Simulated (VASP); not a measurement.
Set up this calculation in VASP 6.6.1, as the native input.

- Task: single point
- Functional: PBE
- Potentials or basis: VASP PAW PBE potentials, release 64 (Ti_sv, Pt)
- Cutoff: 500 eV
- k mesh: 12 × 12 × 12
- Occupations: gaussian, width 0.1 eV
- Spin: no spin polarisation
- Dipole correction: no
- Further INCAR settings: ALGO = Normal; EDIFF = 1e-06; NBANDS = 29

The structure of TiPt3 lies in POSCAR:

```
TiPt3
1.0
    3.9476363510      0.0000000000      0.0000000000
    0.0000000000      3.9476363510      0.0000000000
    0.0000000000      0.0000000000      3.9476363510
Ti Pt
1 3
Direct
    0.0000000000      0.0000000000      0.0000000000
    0.5000000000      0.5000000000      0.0000000000
    0.5000000000      0.0000000000      0.5000000000
    0.0000000000      0.5000000000      0.5000000000
```

The input as run:

INCAR

```
SYSTEM = TiPt3
PREC = Accurate
ENCUT = 500
EDIFF = 1E-6
ISMEAR = 0
SIGMA = 0.1
LREAL = .FALSE.
LASPH = .TRUE.
NELM = 120
ALGO = Normal
ISIF = 2
LWAVE = .FALSE.
LCHARG = .FALSE.
GGA = PE
NBANDS = 29
GGA_COMPAT = .FALSE.
```

KPOINTS

```
regular mesh
0
G
  12 12 12
  0 0 0
```

Potentials or basis: VASP PAW PBE potentials, release 64 (Ti_sv, Pt).

Run with:

```bash
$ cat potpaw_PBE.64/Ti_sv/POTCAR potpaw_PBE.64/Pt/POTCAR > POTCAR
$ mpirun -np 1 vasp_std > vasp.out
```

It gave:

```yaml
Pressure: -0.3 GPa
Band_gap_on_the_k_mesh: zero (band 21 reaches 12.48 eV, above the bottom of band 22 at 10.72 eV)
```

Caveat: spin-orbit coupling is left out, which moves the levels of the heavy elements.

It took 2.1 min on 1 thread of Intel(R) Xeon(R) Platinum 8488C (Sapphire Rapids) (shared host), peak memory 0.26 GiB.
